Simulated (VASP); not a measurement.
Crystal: Hf.

```
CELL_PARAMETERS angstrom
2.91381 0.00000 0.00000
0.00000 2.91381 0.00000
0.00000 0.00000 2.91381
ATOMIC_POSITIONS crystal
Hf 0.50000 0.50000 0.50000
```

Program: VASP 6.6.1. Alike in all runs: task single point; no spin polarisation; cell as given; cutoff (eV) 520; smearing fermi-dirac 0.05 eV. Hardware: 1 thread of Intel(R) Xeon(R) Platinum 8375C CPU @ 2.90GHz (Ice Lake), with other jobs on the host.

**Question.** Order these runs on this cell by their wall time, lowest first.
A. level LDA; potentials or basis VASP PAW LDA potentials, release 64 (Hf_pv); k mesh 5 × 5 × 5
B. level PBE+D3(BJ); potentials or basis VASP PAW PBE potentials, release 64 (Hf_pv); k mesh 9 × 9 × 9
C. level HSE06; potentials or basis VASP PAW PBE potentials, release 64 (Hf_pv); k mesh 5 × 5 × 5; grid for exact exchange (PRECFOCK) Normal; screening parameter 0.2079 1/Å

**Answer.** A (2.1 s), B (5.7 s), C (260 s).

Caveats: some runs use coarse meshes; three body term missing (some runs).
